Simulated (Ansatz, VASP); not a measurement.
**Pd: VASP beside Ansatz**

```
Pd
1.0
     0.00000    2.67843    2.67843
     2.67843    0.00000    2.67843
     2.67843    2.67843    0.00000
Pd
2
Direct
  0.87500 0.87500 0.87500
  0.12500 0.12500 0.12500
```

Alike in both runs: task relaxation of cell and atoms; functional PBE; k mesh 12 × 12 × 12; occupations fermi-dirac, width 0.08 eV; no spin polarisation.

|  | VASP | Ansatz |
| --- | --- | --- |
| version | VASP 6.6.1 | Ansatz 0.2.0 |
| potentials or method | VASP PAW PBE potentials, release 64 (Pd) | PAW with Ansatz's default frozen-core files, scalar-relativistic |
| plane-wave cutoff (eV) | 600 | 420 |
| valence electrons in the cell | 20 | 36 |

VASP gave:

| Item | Value |
| --- | --- |
| relaxed volume (Å³/atom) | 24.42 |
| relaxed cell length with the largest relative difference (Å) | 4.103 |

Q: Which values does Ansatz return?

A: Relaxed volume (Å³/atom): 24.53; relaxed cell length with the largest relative difference (Å): 4.109.

VASP's potentials hold 20 valence electrons a cell and Ansatz's 36, so a difference there can come from the potentials and not from the codes.

Noted on VASP's run: the volume moved by over 15 % at a fixed basis, so the end points are rough.
